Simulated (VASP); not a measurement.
# Se in VASP: notebook, part 2 of 3

VASP 6.6.1. The steps go on from the part before.

## Step 3: Electric field gradients, PBE (equal xy, yz and zx shear strains of +1 %)

The input, INCAR:

```
PREC     = Accurate       # precision mode
ENCUT    = 520            # plane-wave cutoff, eV
EDIFF    = 1E-8           # SCF threshold, eV
ISMEAR   = -1             # smearing method
SIGMA    = 0.03           # smearing width, eV
LREAL    = False          # projectors in reciprocal space
LASPH    = True           # aspherical terms in the spheres
NELM     = 100            # most SCF steps
ALGO     = Normal         # electronic algorithm
ISIF     = 2              # what is computed and relaxed
LWAVE    = False          # write WAVECAR
LCHARG   = False          # write CHGCAR
GGA      = PE             # functional
LEFG     = True         
NBANDS   = 16             # bands
```

The input, KPOINTS:

```
regular mesh
0
Gamma
  6 6 5
```

The input, POSCAR:

```
Se
1.0
    4.3661999489      0.0218309997      0.0218309997
   -2.1641937741      3.7703245739      0.0079907005
    0.0247680000      0.0247680000      4.9536000000
Se
3
Direct
    0.2254000000      0.0000000000      0.3333333333
    0.0000000000      0.2254000000      0.6666666667
    0.7746000000      0.7746000000      0.0000000000
```

Potentials or basis: VASP PAW PBE potentials, release 64 (Se).

Launch:

```
> cat potpaw_PBE.64/Se/POTCAR > POTCAR
> mpirun -np 1 vasp_std > vasp.out
```

OUTCAR:

```text
PREC = Accurate
   ENCUT = 520
   EDIFF = 1E-8
   ISMEAR = -1
   LREAL = False
   LASPH = True
   NELM = 100
   ISIF = 2
   GGA = PE

 ion  position               nearest neighbor table
   1  0.225  0.000  0.333-   2 2.36   3 2.39
   2  0.000  0.225  0.667-   3 2.36   1 2.36
   3  0.775  0.775  0.000-   2 2.36   1 2.39

  LATTYP: Found a triclinic cell.
 ALAT       =     4.3852211372
 B/A-ratio  =     0.9913558883
 C/A-ratio  =     1.1296406004
 COS(alpha) =     0.0036852528
 COS(beta)  =     0.0136346634
 COS(gamma) =     0.5000188430

  Lattice vectors:

 A1 = (   2.2020061748,   3.7921555736,   0.0298217002)
 A2 = (  -2.1641937741,   3.7703245739,   0.0079907005)
 A3 = (   0.0247680000,   0.0247680000,   4.9536000000)

Analysis of symmetry for initial positions (statically):
=====================================================================
 Subroutine PRICEL returns:
 Original cell was already a primitive cell.

 Routine SETGRP: Setting up the symmetry group for a
 triclinic supercell.

 Subroutine GETGRP returns: Found  1 space group operations
 (whereof  1 operations were pure point group operations)
 out of a pool of  2 trial point group operations.

The static configuration has the point symmetry C_1 .

Analysis of symmetry for dynamics (positions and initial velocities):
=====================================================================
 Subroutine PRICEL returns:
 Original cell was already a primitive cell.

 Routine SETGRP: Setting up the symmetry group for a
 triclinic supercell.

 Subroutine GETGRP returns: Found  1 space group operations
 (whereof  1 operations were pure point group operations)
 out of a pool of  2 trial point group operations.

The dynamic configuration has the point symmetry C_1 .

 Subroutine INISYM returns: Found  1 space group operations
 (whereof  1 operations are pure point group operations),
 and found     1 'primitive' translations

----------------------------------------------------------------------------------------

                                     Primitive cell

  volume of cell :      81.7761

  direct lattice vectors                    reciprocal lattice vectors
     4.366199949  0.021831000  0.021831000     0.228385606  0.131098811 -0.001797422
    -2.164193774  3.770324574  0.007990700    -0.001315804  0.264476662 -0.001315804
     0.024768000  0.024768000  4.953600000    -0.001004395 -0.001004395  0.201883429

  length of vectors
     4.366309103  4.347314796  4.953723838     0.263344098  0.264483208  0.201888426

  position of ions in fractional coordinates (direct lattice)
     0.225400000  1.000000000  0.333333333
     1.000000000  0.225400000  0.666666667
     0.774600000  0.774600000  0.000000000

  ion indices of the primitive-cell ions
   primitive index   ion index
                 1           1
                 2           2
                 3           3

[... 77 lines left out ...]
   ISIF   =      2    stress and relaxation
   ISYM   =      2    0-nonsym 1-usesym 2-fastsym
   POTIM  = 0.5000    time-step for ionic-motion
   TEBEG  =    0.0;   TEEND  =   0.0 temperature during run
   PSTRESS=    0.0 pullay stress
   NELECT =      18.0000    total number of electrons
   NUPDOWN=      -1.0000    fix difference up-down
   EMIN   =  10.00;   EMAX   =-10.00  energy-range for DOS
   EFERMI =   0.00;   METHOD = LEGACY
   ISMEAR =    -1;   SIGMA  =   0.03  broadening in eV -4-tet -1-fermi 0-gaus
   EFERMI_NEDOS =   21; number of points for ismear=-14 and -15
   IALGO  =     38    algorithm
   IMIX   =      4    mixing-type and parameters
     AMIX     =   0.40;   BMIX     =  1.00
     AMIX_MAG =   1.60;   BMIX_MAG =  1.00
  volume/ion in A,a.u.               =      27.26       183.95
  Fermi-wavevector in a.u.,A,eV,Ry     =   0.988455  1.867909 13.293480  0.977043
  Thomas-Fermi vector in A             =   2.119983
   LORBIT       =      0    0 simple, 1 ext, 2 COOP (PROOUT), +10 PAW based schemes
   GGA     = PE    functional components
   LHFCALC =     F    Hartree Fock is set to
   AEXX    =    0.0000 exact exchange contribution
   IVDW    =     0    specifies the selected vdW correction
   LEPSILON=     F    determine dielectric tensor
   LRPA    =     F    only Hartree local field effects (RPA)
 non-spin polarized calculation
  energy-cutoff  :      520.00
  volume of cell :       81.78
 maximum number of plane-waves:      2219
   NGX = 17   NGY = 17   NGZ = 19

 number of electron      18.0000001 magnetization

 Free energy of the ion-electron system (eV)
  ---------------------------------------------------
  ext. energy  EPLUGINS =         0.00000000
  ---------------------------------------------------
  free energy    TOTEN  =       -10.46561789 eV

  energy without entropy =      -10.46561789  energy(sigma->0) =      -10.46561789

 E-fermi :   3.2174     XC(G=0):  -8.8423

 val. band max:        2.5868666661   @ k =   0.1667   0.3333   0.4000
 cond. band min:       3.8370027535   @ k =   0.0000   0.0000   0.4000
 fundamental gap:      1.2501360874
 Fermi energy:         3.2173539140

 k-point     1 :       0.0000    0.0000    0.0000
  band No.  band energies     occupation
      1     -13.1763      2.00000
      2      -9.0956      2.00000
      3      -9.0058      2.00000
      4      -1.1655      2.00000
      5      -1.1620      2.00000
      6      -1.0710      2.00000
[... 433 lines left out ...]
      3      -8.3959      2.00000
      4      -2.5097      2.00000
      5      -2.3367      2.00000
      6      -0.9524      2.00000
[... 8 lines left out ...]
     15      12.0805      0.00000
     16      12.4576      0.00000

 [... further k-points ...]
[... 5 lines left out ...]
  --------------------------------------------------------------------------------------
  -------------------------------------------------------------------------------------
  Total        1.0776887      1.3071931      2.1246320     -0.1867888     -0.2572300     -0.3674538
  in kB       21.1143437     25.6108495     41.6263147     -3.6596122     -5.0397131     -7.1992457
  external PRESSURE =      29.4505026 kB  Pullay stress =       0.0000000 kB

 VOLUME and BASIS-vectors are now :
 -----------------------------------------------------------------------------
  energy-cutoff  :      520.00
  volume of cell :       81.78
      direct lattice vectors                 reciprocal lattice vectors
     4.366199949  0.021831000  0.021831000     0.228385606  0.131098811 -0.001797422
    -2.164193774  3.770324574  0.007990700    -0.001315804  0.264476662 -0.001315804
     0.024768000  0.024768000  4.953600000    -0.001004395 -0.001004395  0.201883429

 POSITION                                       TOTAL-FORCE (eV/Angst)
 -----------------------------------------------------------------------------------
      0.99240      0.01318      1.65612         0.388277     -0.081303     -0.165826
     -0.47130      0.86634      3.30420        -0.264781      0.459347     -0.021629
      1.70567      2.93740      0.02310        -0.123496     -0.378044      0.187455
 -----------------------------------------------------------------------------------
    total drift:                               -0.000007     -0.000023     -0.000004

  FREE ENERGIE OF THE ION-ELECTRON SYSTEM (eV)
  ---------------------------------------------------
  free  energy   TOTEN  =       -10.4656178918 eV

  energy  without entropy=      -10.4656178917  energy(sigma->0) =      -10.46561789

 Electric field gradients (V/A^2)
---------------------------------------------------------------------
 ion       V_xx      V_yy      V_zz      V_xy      V_xz      V_yz
---------------------------------------------------------------------
   1     169.834  -340.542   170.708     7.259     4.580   336.546
   2    -215.960    39.500   176.460  -215.101  -280.842  -160.933
   3    -211.010    37.445   173.564   223.502   290.804  -161.273
---------------------------------------------------------------------

 Electric field gradients after diagonalization (V/A^2)
 (convention: |V_zz| > |V_xx| > |V_yy|)
----------------------------------------------------------------------
 ion       V_xx      V_yy      V_zz     asymmetry (V_yy - V_xx)/ V_zz
----------------------------------------------------------------------
   1     338.022   169.544  -507.566       0.332
   2     332.606   161.933  -494.539       0.345
   3     336.692   168.602  -505.294       0.333
----------------------------------------------------------------------

           NMR quadrupolar parameters

 Cq : quadrupolar parameter    Cq=e*Q*V_zz/h
 eta: asymmetry parameters     (V_yy - V_xx)/ V_zz
 Q  : nuclear electric quadrupole moment in mb (millibarn)
----------------------------------------------------------------------
 ion       Cq(MHz)       eta       Q (mb)
----------------------------------------------------------------------
   1      -1.227       0.332       1.000
   2      -1.196       0.345       1.000
   3      -1.222       0.333       1.000
----------------------------------------------------------------------
```

Run time: 38 s. Hardware: 1 thread of Intel Xeon 6975P-C (Granite Rapids), shared host; peak memory 0.25 GiB.

What came out:

```yaml
Free_energy: -10.4656 eV
Pressure: 2.9 GPa
Largest_force: 0.531 eV/Å
Band_gap_on_the_k_mesh: 1.25 eV, indirect (least direct gap 1.49 eV)
```

Forces in eV/Å, atoms in the order of the input:
```
Se   0.388 -0.081 -0.166
Se  -0.265  0.459 -0.022
Se  -0.123 -0.378  0.187
```

Electric field gradients, principal values (V/Å²):
```csv
atom,least,middle,greatest (by size)
1 Se,169.544,338.022,-507.566
2 Se,161.933,332.606,-494.539
3 Se,168.602,336.692,-505.294
```

Caveat: the cell differs from its parent crystal (equal xy, yz and zx shear strains of +1 %); without QUAD_EFG the Cq values of the log hold for a quadrupole moment of 1 mb, not for the nuclei. A k mesh can miss the band edges.

## Step 4: Electric field gradients, PBE (zz strain of +1 %)

The input, INCAR:

```
PREC = Accurate
ENCUT = 520
EDIFF = 1E-8
ISMEAR = -1
SIGMA = 0.03
LREAL = False
LASPH = True
NELM = 60
ALGO = Normal
ISIF = 2
LWAVE = False
LCHARG = False
GGA = PE
LEFG = True
NBANDS = 16
```

The input, KPOINTS:

```
Automatic mesh
0
Gamma
  6 6 5
```

The input, POSCAR:

```
Se
1.0
    4.3661999489      0.0000000000      0.0000000000
   -2.1830999745      3.7812400738      0.0000000000
    0.0000000000      0.0000000000      5.0031360000
Se
3
Direct
    0.2254000000      0.0000000000      0.3333333333
    0.0000000000      0.2254000000      0.6666666667
    0.7746000000      0.7746000000      0.0000000000
```

Potentials or basis: VASP PAW PBE potentials, release 64 (Se).

Launch:

```
> cat potpaw_PBE.64/Se/POTCAR > POTCAR
> mpirun -np 1 vasp_std > vasp.out
```

OUTCAR:

```text
PREC = Accurate
   ENCUT = 520
   EDIFF = 1E-8
   ISMEAR = -1
   LREAL = False
   LASPH = True
   NELM = 60
   ISIF = 2
   GGA = PE

 ion  position               nearest neighbor table
   1  0.225  0.000  0.333-   3 2.38   2 2.38
   2  0.000  0.225  0.667-   3 2.38   1 2.38
   3  0.775  0.775  0.000-   1 2.38   2 2.38

  LATTYP: Found a hexagonal cell.
 ALAT       =     4.3661999489
 C/A-ratio  =     1.1458788096

  Lattice vectors:

 A1 = (   4.3661999489,   0.0000000000,   0.0000000000)
 A2 = (  -2.1830999745,   3.7812400738,   0.0000000000)
 A3 = (   0.0000000000,   0.0000000000,   5.0031360000)

Analysis of symmetry for initial positions (statically):
=====================================================================
 Subroutine PRICEL returns:
 Original cell was already a primitive cell.

 Routine SETGRP: Setting up the symmetry group for a
[... 652 lines left out ...]
    -2.183099975  3.781240074  0.000000000     0.000000000  0.264463504  0.000000000
     0.000000000  0.000000000  5.003136000     0.000000000  0.000000000  0.199874639

 POSITION                                       TOTAL-FORCE (eV/Angst)
 -----------------------------------------------------------------------------------
      0.98414      0.00000      1.66771         0.312410     -0.000000      0.000000
     -0.49207      0.85229      3.33542        -0.156205      0.270555     -0.000000
      1.69103      2.92895      0.00000        -0.156205     -0.270555      0.000000
 -----------------------------------------------------------------------------------
    total drift:                                0.000001      0.000001     -0.000000

  FREE ENERGIE OF THE ION-ELECTRON SYSTEM (eV)
  ---------------------------------------------------
  free  energy   TOTEN  =       -10.4874788435 eV

  energy  without entropy=      -10.4874788435  energy(sigma->0) =      -10.48747884

 Electric field gradients (V/A^2)
---------------------------------------------------------------------
 ion       V_xx      V_yy      V_zz      V_xy      V_xz      V_yz
---------------------------------------------------------------------
   1     167.349  -346.351   179.003    -0.000    -0.000   327.958
   2    -217.926    38.923   179.003  -222.439  -284.020  -163.979
   3    -217.926    38.924   179.002   222.438   284.020  -163.979
---------------------------------------------------------------------

 Electric field gradients after diagonalization (V/A^2)
 (convention: |V_zz| > |V_xx| > |V_yy|)
----------------------------------------------------------------------
 ion       V_xx      V_yy      V_zz     asymmetry (V_yy - V_xx)/ V_zz
----------------------------------------------------------------------
   1     336.511   167.349  -503.859       0.336
   2     336.511   167.349  -503.859       0.336
   3     336.510   167.348  -503.859       0.336
----------------------------------------------------------------------

           NMR quadrupolar parameters

 Cq : quadrupolar parameter    Cq=e*Q*V_zz/h
 eta: asymmetry parameters     (V_yy - V_xx)/ V_zz
 Q  : nuclear electric quadrupole moment in mb (millibarn)
----------------------------------------------------------------------
 ion       Cq(MHz)       eta       Q (mb)
----------------------------------------------------------------------
   1      -1.218       0.336       1.000
   2      -1.218       0.336       1.000
   3      -1.218       0.336       1.000
----------------------------------------------------------------------
```

stdout:

```text
POSCAR found type information on POSCAR Se
 POSCAR found :  1 types and       3 ions
 scaLAPACK will be used
 LDA part: xc-table for (Slater+PW92), standard interpolation
 POSCAR, INCAR and KPOINTS ok, starting setup
 FFT: planning ... GRIDC
 FFT: planning ... GRID_SOFT
 FFT: planning ... GRID
 WAVECAR not read
 entering main loop
ion   1

ion   2
     0.0000499     4.2701888     3.0585029    -2.8395019     5.2974824     2.4653947
     0.0000687     4.2701888     3.0585029    -2.8395018     5.2974824     2.4653946
     0.0000946     4.2701887     3.0585028    -2.8395018     5.2974823     2.4653946
     0.0001302     4.2701887     3.0585028    -2.8395017     5.2974822     2.4653946

     0.0000499   203.6903389   150.0545954  -141.8141171   259.9021831   117.6006720
     0.0000687   203.6853819   150.0509345  -141.8106572   259.8958423   117.5978101
     0.0000946   203.6773456   150.0449995  -141.8050482   259.8855626   117.5931703
     0.0001302   203.6643818   150.0354256  -141.7960005   259.8689800   117.5856856

ion   3
     0.0000499    -4.2701888     3.0585029    -2.8395019    -5.2974824     2.4653947
     0.0000687    -4.2701888     3.0585029    -2.8395018    -5.2974824     2.4653946
     0.0000946    -4.2701887     3.0585028    -2.8395018    -5.2974823     2.4653946
     0.0001302    -4.2701887     3.0585028    -2.8395017    -5.2974822     2.4653946

     0.0000499  -203.6903390   150.0545954  -141.8141171  -259.9021831   117.6006720
     0.0000687  -203.6853820   150.0509345  -141.8106572  -259.8958423   117.5978101
     0.0000946  -203.6773456   150.0449995  -141.8050482  -259.8855626   117.5931703
     0.0001302  -203.6643818   150.0354256  -141.7960005  -259.8689800   117.5856856
```

It took 62 s on 1 thread of AMD EPYC 7R13 (Zen 3), shared host; peak memory 0.16 GiB.

Results:

```yaml
Free_energy: -10.4875 eV
Pressure: 2.1 GPa
Largest_force: 0.312 eV/Å
Band_gap_on_the_k_mesh: 1.33 eV, indirect (least direct gap 1.42 eV)
```

Forces on the atoms (eV/Å):
```
Se   0.312  0.000  0.000
Se  -0.156  0.271  0.000
Se  -0.156 -0.271  0.000
```

Levels at points of the mesh, in eV from the valence-band top:
```tsv
k point	band 7	band 8	band 9	band 10	band 11	band 12
(0.00, 0.00, 0.00)	-1.88	-1.88	-0.29	1.95	1.95	2.30
(0.50, 0.00, 0.00)	-2.78	-1.64	-0.88	2.01	2.42	4.17
```

Electric field gradients, principal values (V/Å²):
| atom | least | middle | greatest (by size) |
| --- | --- | --- | --- |
| 1 Se | 167.349 | 336.511 | -503.859 |
| 2 Se | 167.349 | 336.511 | -503.859 |
| 3 Se | 167.348 | 336.510 | -503.859 |

Caveat: the cell differs from its parent crystal (zz strain of +1 %); without QUAD_EFG the Cq values of the log hold for a quadrupole moment of 1 mb, not for the nuclei.

(Continued in part 3 of 3.)
